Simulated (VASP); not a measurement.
# Ti12H in VASP: a series of runs

The runs below take Ti12H through single point, with PBE.

All numbers are computed with VASP 6.6.1; they aren't measurements. Logs are shortened: lines on timing, memory, paths and dates and some standing lists are left out, and cuts for length are marked.

### 1 The cell of the first run

The cell holds a slab with vacuum, 13 atoms: a = 5.815 Å, b = 5.815 Å, c = 19.306 Å, α = 90.00°, β = 90.00°, γ = 90.00°.

### 2 Single point, PBE

Input file INCAR:

```
SYSTEM = Ti12H
  PREC = Accurate
  ENCUT = 400
  EDIFF = 1E-6
  ISMEAR = 0
  SIGMA = 0.1
  LREAL = .False.
  LASPH = .True.
  NELM = 120
  ALGO = Normal
  ISIF = 2
  LWAVE = .False.
  LCHARG = .True.
  LDIPOL = .True.
  IDIPOL = 3
  DIPOL = 0.5 0.5 0.317
  GGA = PE
  LELF = .True.
  LVHAR = .True.
  LVACPOTAV = .True.
  NBANDS = 84
  GGA_COMPAT = .False.
  NELMDL = -8
```

Input file KPOINTS:

```
Automatic mesh
0
Gamma
  5 5 1
  0 0 0
```

Input file POSCAR:

```
Ti12H
1.0
    5.8150893848      0.0000000000      0.0000000000
    0.0000000000      5.8150893848      0.0000000000
    0.0000000000      0.0000000000     19.3059824399
Ti H
12 1
Direct
    0.2500000000      0.2500000000      0.2071896632
    0.2500000000      0.7500000000      0.2071896632
    0.7500000000      0.2500000000      0.2071896632
    0.7500000000      0.7500000000      0.2071896632
    0.0000000000      0.0000000000      0.3057583539
    0.0000000000      0.5000000000      0.3057583539
    0.5000000000      0.0000000000      0.3057583539
    0.5000000000      0.5000000000      0.3057583539
    0.2500000000      0.2500000000      0.4043297182
    0.2500000000      0.7500000000      0.4043297182
    0.7500000000      0.2500000000      0.4043297182
    0.7500000000      0.7500000000      0.4043297182
    0.4166666667      0.5000000000      0.4559494572
```

Potentials or basis: VASP PAW PBE potentials, release 64 (Ti_sv, H).

On the command line:

```sh
$ cat potpaw_PBE.64/Ti_sv/POTCAR potpaw_PBE.64/H/POTCAR > POTCAR
$ mpirun -np 1 vasp_std > vasp.out
```

OUTCAR:

```text
SYSTEM = Ti12H
   PREC = Accurate
   ENCUT = 400
   EDIFF = 1E-6
   ISMEAR = 0
   LREAL = .False.
   LASPH = .True.
   NELM = 120
   ISIF = 2
   GGA = PE
   NELMDL = -8

 ion  position               nearest neighbor table
   1  0.250  0.250  0.207-   5 2.80   6 2.80   7 2.80   8 2.80   2 2.91   3 2.91   2 2.91   3 2.91

   2  0.250  0.750  0.207-   5 2.80   6 2.80   7 2.80   8 2.80   1 2.91   4 2.91   1 2.91   4 2.91

   3  0.750  0.250  0.207-   5 2.80   6 2.80   7 2.80   8 2.80   1 2.91   4 2.91   4 2.91   1 2.91

   4  0.750  0.750  0.207-   5 2.80   6 2.80   7 2.80   8 2.80   2 2.91   3 2.91   3 2.91   2 2.91

   5  0.000  0.000  0.306-   1 2.80   2 2.80   3 2.80   4 2.80   9 2.80  10 2.80  11 2.80  12 2.80
                             6 2.91   7 2.91   6 2.91   7 2.91
   6  0.000  0.500  0.306-   1 2.80   2 2.80   3 2.80   4 2.80   9 2.80  10 2.80  11 2.80  12 2.80
                             5 2.91   8 2.91   5 2.91   8 2.91
   7  0.500  0.000  0.306-   1 2.80   2 2.80   3 2.80   4 2.80   9 2.80  10 2.80  11 2.80  12 2.80
                             5 2.91   8 2.91   8 2.91   5 2.91
   8  0.500  0.500  0.306-   1 2.80   2 2.80   3 2.80   4 2.80   9 2.80  10 2.80  11 2.80  12 2.80
                             6 2.91   7 2.91   7 2.91   6 2.91
   9  0.250  0.250  0.404-   5 2.80   6 2.80   7 2.80   8 2.80  10 2.91  11 2.91  10 2.91  11 2.91

  10  0.250  0.750  0.404-   5 2.80   6 2.80   7 2.80   8 2.80   9 2.91  12 2.91   9 2.91  12 2.91

  11  0.750  0.250  0.404-   5 2.80   6 2.80   7 2.80   8 2.80   9 2.91  12 2.91  12 2.91   9 2.91

  12  0.750  0.750  0.404-   5 2.80   6 2.80   7 2.80   8 2.80  10 2.91  11 2.91  11 2.91  10 2.91

  13  0.417  0.500  0.456-

  LATTYP: Found a simple tetragonal cell.
 ALAT       =     5.8150893848
 C/A-ratio  =     3.3199803412

  Lattice vectors:

 A1 = (   5.8150893848,   0.0000000000,   0.0000000000)
 A2 = (   0.0000000000,   5.8150893848,   0.0000000000)
 A3 = (   0.0000000000,   0.0000000000,  19.3059824399)

Analysis of symmetry for initial positions (statically):
=====================================================================
 Subroutine PRICEL returns:
 Original cell was already a primitive cell.

 Routine SETGRP: Setting up the symmetry group for a
 simple tetragonal supercell.

 Subroutine GETGRP returns: Found  2 space group operations
 (whereof  2 operations were pure point group operations)
 out of a pool of 16 trial point group operations.

The static configuration has the point symmetry C_1h.

Analysis of symmetry for dynamics (positions and initial velocities):
=====================================================================
 Subroutine PRICEL returns:
 Original cell was already a primitive cell.

 Routine SETGRP: Setting up the symmetry group for a
 simple tetragonal supercell.

 Subroutine GETGRP returns: Found  2 space group operations
 (whereof  2 operations were pure point group operations)
 out of a pool of 16 trial point group operations.

The dynamic configuration has the point symmetry C_1h.

 Subroutine INISYM returns: Found  2 space group operations
 (whereof  2 operations are pure point group operations),
 and found     1 'primitive' translations

----------------------------------------------------------------------------------------

                                     Primitive cell

  volume of cell :     652.8369

  direct lattice vectors                    reciprocal lattice vectors
     5.815089385  0.000000000  0.000000000     0.171966402  0.000000000  0.000000000
     0.000000000  5.815089385  0.000000000     0.000000000  0.171966402  0.000000000
     0.000000000  0.000000000 19.305982440     0.000000000  0.000000000  0.051797416

  length of vectors
     5.815089385  5.815089385 19.305982440     0.171966402  0.171966402  0.051797416

  position of ions in fractional coordinates (direct lattice)
     0.250000000  0.250000000  0.207189663
     0.250000000  0.750000000  0.207189663
     0.750000000  0.250000000  0.207189663
     0.750000000  0.750000000  0.207189663
     0.000000000  0.000000000  0.305758354
     0.000000000  0.500000000  0.305758354
     0.500000000  0.000000000  0.305758354
     0.500000000  0.500000000  0.305758354
     0.250000000  0.250000000  0.404329718
     0.250000000  0.750000000  0.404329718
     0.750000000  0.250000000  0.404329718
     0.750000000  0.750000000  0.404329718
     0.416666667  0.500000000  0.455949457

  ion indices of the primitive-cell ions
   primitive index   ion index
                 1           1
                 2           2
                 3           3
                 4           4
                 5           5
                 6           6
                 7           7
                 8           8
                 9           9
                10          10
                11          11
                12          12
                13          13

----------------------------------------------------------------------------------------

 KPOINTS: Automatic mesh

Automatic generation of k-mesh.
 Grid dimensions read from file:
 generate k-points for:    5    5    1

 Generating k-lattice:

  Cartesian coordinates                     Fractional coordinates (reciprocal lattice)
     0.034393280  0.000000000  0.000000000     0.200000000  0.000000000  0.000000000
     0.000000000  0.034393280  0.000000000     0.000000000  0.200000000  0.000000000
     0.000000000  0.000000000  0.051797416     0.000000000  0.000000000  1.000000000

  Length of vectors
     0.034393280  0.034393280  0.051797416

  Shift w.r.t. Gamma in fractional coordinates (k-lattice)
     0.000000000  0.000000000  0.000000000

 Subroutine IBZKPT returns following result:
 ===========================================

 Found      9 irreducible k-points:

 Following reciprocal coordinates:
            Coordinates               Weight
  0.000000  0.000000  0.000000      1.000000
  0.200000  0.000000  0.000000      2.000000
  0.000000  0.200000  0.000000      2.000000
  0.400000  0.000000  0.000000      2.000000
  0.000000  0.400000  0.000000      2.000000
  0.200000  0.200000  0.000000      4.000000
  0.400000  0.200000  0.000000      4.000000
 -0.200000  0.400000  0.000000      4.000000
  0.400000  0.400000  0.000000      4.000000
   k-points           NKPTS =      9   k-points in BZ     NKDIM =      9   number of bands    NBANDS=     84
   number of dos      NEDOS =    301   number of ions     NIONS =     13
   total plane-waves  NPLWV = 201600
   dimension x,y,z NGX =    40 NGY =   40 NGZ =  126
   dimension x,y,z NGXF=    80 NGYF=   80 NGZF=  252
   ions per type =              12   1
   NGX,Y,Z   is equivalent  to a cutoff of  11.44, 11.44, 10.85 a.u.
   NGXF,Y,Z  is equivalent  to a cutoff of  22.87, 22.87, 21.70 a.u.
 SYSTEM =  Ti12H
   PREC   = accura    normal or accurate (medium, high low for compatibility)
   ISTART =      0    job   : 0-new  1-cont  2-samecut
   ICHARG =      2    charge: 1-file 2-atom 10-const
   ISPIN  =      1    spin polarized calculation?
   LNONCOLLINEAR =      F non collinear calculations
   LSORBIT =      F    spin-orbit coupling
   LASPH  =      T    aspherical Exc in radial PAW
   ENCUT  =  400.0 eV  29.40 Ry    5.42 a.u.   9.48  9.48 31.48*2*pi/ulx,y,z
   NELM   =    120;   NELMIN=  2; NELMDL= -8     # of ELM steps
   EDIFF  = 0.1E-05   stopping-criterion for ELM
   LREAL  =      F    real-space projection
   EDIFFG = 0.1E-04   stopping-criterion for IOM
   NSW    =      0    number of steps for IOM
   IBRION =     -1    ionic relax: 0-MD 1-quasi-New 2-CG
   NFREE  =      0    steps in history (QN), initial steepest desc. (CG)
   ISIF   =      2    stress and relaxation
   ISYM   =      2    0-nonsym 1-usesym 2-fastsym
   POTIM  = 0.5000    time-step for ionic-motion
   TEBEG  =    0.0;   TEEND  =   0.0 temperature during run
   PSTRESS=    0.0 pullay stress
   NELECT =     145.0000    total number of electrons
   NUPDOWN=      -1.0000    fix difference up-down
   EMIN   =  10.00;   EMAX   =-10.00  energy-range for DOS
   EFERMI =   0.00;   METHOD = LEGACY
   ISMEAR =     0;   SIGMA  =   0.10  broadening in eV -4-tet -1-fermi 0-gaus
   EFERMI_NEDOS =   21; number of points for ismear=-14 and -15
   IALGO  =     38    algorithm
   IMIX   =      4    mixing-type and parameters
     AMIX     =   0.40;   BMIX     =  1.00
     AMIX_MAG =   1.60;   BMIX_MAG =  1.00
  volume/ion in A,a.u.               =      50.22       338.89
  Fermi-wavevector in a.u.,A,eV,Ry     =   0.991431  1.873533 13.373655  0.982936
  Thomas-Fermi vector in A             =   2.123172
   LORBIT       =      0    0 simple, 1 ext, 2 COOP (PROOUT), +10 PAW based schemes
   GGA     = PE    functional components
   LHFCALC =     F    Hartree Fock is set to
   AEXX    =    0.0000 exact exchange contribution
   IVDW    =     0    specifies the selected vdW correction
   LEPSILON=     F    determine dielectric tensor
   LRPA    =     F    only Hartree local field effects (RPA)
 non-spin polarized calculation
 Gauss-broadening in eV      SIGMA  =   0.10
  energy-cutoff  :      400.00
  volume of cell :      652.84
 maximum number of plane-waves:     11891
 NGX is ok and might be reduce to    40
   NGX = 19   NGY = 19   NGZ = 63

 dipolmoment           0.000000      0.000000     -0.025842 electrons x Angstroem

 number of electron     145.0000085 magnetization

 dipolmoment           0.000000      0.000000      0.025843 electrons x Angstroem

 Free energy of the ion-electron system (eV)
  ---------------------------------------------------
  ext. energy  EPLUGINS =         0.00000000
  ---------------------------------------------------
  free energy    TOTEN  =       -90.55564969 eV

  energy without entropy =      -90.41871756  energy(sigma->0) =      -90.48718362

 E-fermi :   0.1238     XC(G=0):  -4.7326

 val. band max:        0.0892636949   @ k =   0.4000   0.2000   0.0000
 cond. band min:       0.1262372531   @ k =   0.2000   0.2000   0.0000
 fundamental gap:      0.0369735581
 Fermi energy:         0.1237854838

 k-point     1 :       0.0000    0.0000    0.0000
  band No.  band energies     occupation
      1     -56.6942      2.00000
      2     -56.6630      2.00000
      3     -56.6441      2.00000
      4     -56.6146      2.00000
      5     -56.6138      2.00000
      6     -56.6073      2.00000
[... 76 lines left out ...]
     83       0.9976      0.00000
     84       1.0031      0.00000

 k-point     2 :       0.2000    0.0000    0.0000
  band No.  band energies     occupation
      1     -56.6909      2.00000
      2     -56.6589      2.00000
      3     -56.6423      2.00000
      4     -56.6187      2.00000
      5     -56.6109      2.00000
      6     -56.6098      2.00000
[... 598 lines left out ...]
     83       1.1459      0.00000
     84       1.1682      0.00000

 k-point     9 :       0.4000    0.4000    0.0000
  band No.  band energies     occupation
      1     -56.6692      2.00000
      2     -56.6551      2.00000
      3     -56.6322      2.00000
      4     -56.6180      2.00000
      5     -56.6157      2.00000
      6     -56.6020      2.00000
[... 76 lines left out ...]
     83       1.0164      0.00000
     84       1.0392      0.00000

------------------------ aborting loop because EDIFF is reached ----------------------------------------

  FORCE on cell =-STRESS in cart. coord.  units (eV):
  Direction    XX          YY          ZZ          XY          YZ          ZX
  --------------------------------------------------------------------------------------
  -------------------------------------------------------------------------------------
  Total       -7.0194470     -6.8668905     -0.4157243      0.0000000      0.0000000      0.4162922
  in kB      -17.2269655    -16.8525649     -1.0202610      0.0000000      0.0000000      1.0216548
  external PRESSURE =     -11.6999304 kB  Pullay stress =       0.0000000 kB

 VOLUME and BASIS-vectors are now :
 -----------------------------------------------------------------------------
  energy-cutoff  :      400.00
  volume of cell :      652.84
      direct lattice vectors                 reciprocal lattice vectors
     5.815089385  0.000000000  0.000000000     0.171966402  0.000000000  0.000000000
     0.000000000  5.815089385  0.000000000     0.000000000  0.171966402  0.000000000
     0.000000000  0.000000000 19.305982440     0.000000000  0.000000000  0.051797416

 POSITION                                       TOTAL-FORCE (eV/Angst)
 -----------------------------------------------------------------------------------
      1.45377      1.45377      4.00000         0.002335      0.001884      0.025019
      1.45377      4.36132      4.00000         0.002335     -0.001884      0.025019
      4.36132      1.45377      4.00000        -0.010424      0.001074      0.040018
      4.36132      4.36132      4.00000        -0.010424     -0.001074      0.040018
      0.00000      0.00000      5.90297        -0.032372      0.000000     -0.179352
      0.00000      2.90754      5.90297        -0.022257      0.000000     -0.017175
      2.90754      0.00000      5.90297         0.069858      0.000000     -0.044490
      2.90754      2.90754      5.90297        -0.003819      0.000000     -0.429972
      1.45377      1.45377      7.80598        -0.055553      0.350403      0.153925
      1.45377      4.36132      7.80598        -0.055553     -0.350403      0.153925
      4.36132      1.45377      7.80598        -0.132621     -0.061604      0.102513
      4.36132      4.36132      7.80598        -0.132621      0.061604      0.102513
      2.42295      2.90754      8.80255         0.381115      0.000000      0.028038
 -----------------------------------------------------------------------------------
    total drift:                               -0.000016      0.000000      0.001285

  FREE ENERGIE OF THE ION-ELECTRON SYSTEM (eV)
  ---------------------------------------------------
  free  energy   TOTEN  =       -90.5556496892 eV

  energy  without entropy=      -90.4187175577  energy(sigma->0) =      -90.48718362

 vacuum level on the upper side and lower side of the slab         4.107         3.969
```

Run time: 27 min. Hardware: 1 thread of Intel Xeon 8259CL, shared host; peak memory 0.6 GiB.

What came out:

```
Free energy            : -90.5556 eV
Largest force          : 0.430 eV/Å
Band gap on the k mesh : zero (an odd number of electrons rules out a gap without spin polarisation)
```

Forces on the atoms (eV/Å):
```
Ti   0.002  0.002  0.025
Ti   0.002 -0.002  0.025
Ti  -0.010  0.001  0.040
Ti  -0.010 -0.001  0.040
Ti  -0.032  0.000 -0.179
Ti  -0.022  0.000 -0.017
Ti   0.070  0.000 -0.044
Ti  -0.004  0.000 -0.430
Ti  -0.056  0.350  0.154
Ti  -0.056 -0.350  0.154
Ti  -0.133 -0.062  0.103
Ti  -0.133  0.062  0.103
H    0.381  0.000  0.028
```

Levels at points of the mesh, in eV from the Fermi level:
```
           k point  band 70  band 71  band 72  band 73  band 74  band 75
(0.00, 0.00, 0.00)    -0.06    -0.05     0.02     0.02     0.08     0.60
```

### 3 Single point, PBE

Input file INCAR:

```
SYSTEM = Ti12H
PREC     = Accurate       ! precision mode
ENCUT    = 400            ! plane-wave cutoff, eV
EDIFF    = 1E-6           ! SCF threshold, eV
ISMEAR   = 0              ! smearing method
SIGMA    = 0.1            ! smearing width, eV
LREAL    = .False.        ! projectors in reciprocal space
LASPH    = .True.         ! aspherical terms in the spheres
NELM     = 120            ! most SCF steps
ALGO     = Normal         ! electronic algorithm
ISIF     = 2              ! what is computed and relaxed
LWAVE    = .False.        ! write WAVECAR
LCHARG   = .False.        ! write CHGCAR
LDIPOL   = .True.       
IDIPOL   = 3            
DIPOL    = 0.5 0.5 0.318
GGA      = PE             ! functional
NBANDS   = 84             ! bands
GGA_COMPAT= .False.      
NELMDL   = -8
```

Input file KPOINTS:

```
regular mesh
0
Gamma
  5 5 1
  0 0 0
```

Changes to POSCAR since step 2:

```diff
@@ -20,2 +20,2 @@
     0.7500000000      0.7500000000      0.4043297182
-    0.4166666667      0.5000000000      0.4559494572
+    0.3333333333      0.5000000000      0.4690863950
```

Potentials or basis: VASP PAW PBE potentials, release 64 (Ti_sv, H).

On the command line:

```sh
$ cat potpaw_PBE.64/Ti_sv/POTCAR potpaw_PBE.64/H/POTCAR > POTCAR
$ mpirun -np 1 vasp_std > vasp.out
```

It took 24 min on 1 thread of Intel Xeon 8259CL, shared host; peak memory 0.6 GiB.

Results (log left out):

* Free energy: -90.4406 eV
* Largest force: 0.730 eV/Å
* Band gap on the k mesh: zero (an odd number of electrons rules out a gap without spin polarisation)

Forces on the atoms (eV/Å):
```
Ti  -0.001 -0.010  0.008
Ti  -0.001  0.010  0.008
Ti  -0.004 -0.005  0.047
Ti  -0.004  0.005  0.047
Ti  -0.074  0.000 -0.210
Ti  -0.055  0.000 -0.063
Ti   0.122  0.000 -0.125
Ti   0.050  0.000 -0.296
Ti  -0.051  0.668  0.290
Ti  -0.051 -0.668  0.290
Ti  -0.029 -0.130  0.009
Ti  -0.029  0.130  0.009
H    0.129  0.000 -0.014
```

Levels at points of the mesh, in eV from the Fermi level:
```tsv
k point	band 68	band 69	band 70	band 71	band 72	band 73	band 74	band 75	band 76	band 77
(0.00, 0.00, 0.00)	-0.15	-0.14	-0.05	-0.05	0.02	0.02	0.07	0.65	0.77	0.84
```

The gap in the log of VASP goes by the Fermi energy; the results here count the filled bands.